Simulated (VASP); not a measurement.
A run of VASP 6.6.1 is set up as follows.

The input INCAR:

```
  PREC = Accurate
  ENCUT = 520
  EDIFF = 1E-6
  ISMEAR = 0
  SIGMA = 0.15
  LREAL = False
  LASPH = True
  NELM = 100
  ALGO = Fast
  ISIF = 2
  LWAVE = False
  LCHARG = False
  GGA = PS
  NBANDS = 21
```

Contents of KPOINTS:

```
Automatic mesh
0
Gamma
  21 21 12
```

POSCAR

```
Ru
1.0
    2.7767806423      0.0000000000      0.0000000000
   -1.3883903211      2.4047625770      0.0000000000
    0.0000000000      0.0000000000      4.1174103365
Ru
2
Direct
    0.3333333333      0.6666666667      0.2500000000
    0.6666666667      0.3333333333      0.7500000000
```

Potentials or basis: VASP PAW PBE potentials, release 64 (Ru_pv).

Command:

```sh
$ cat potpaw_PBE.64/Ru_pv/POTCAR > POTCAR
$ mpirun -np 1 vasp_std > vasp.out
```

(1) What does it give for the band gap on the k mesh?

(2) Estimate the pressure.

## Answers

(1) zero (band 14 reaches 13.77 eV, above the bottom of band 15 at 10.69 eV).

(2) -8.0 GPa.

Caveat: the PAW data sets were made with another functional, which shifts forces and pressure a little.
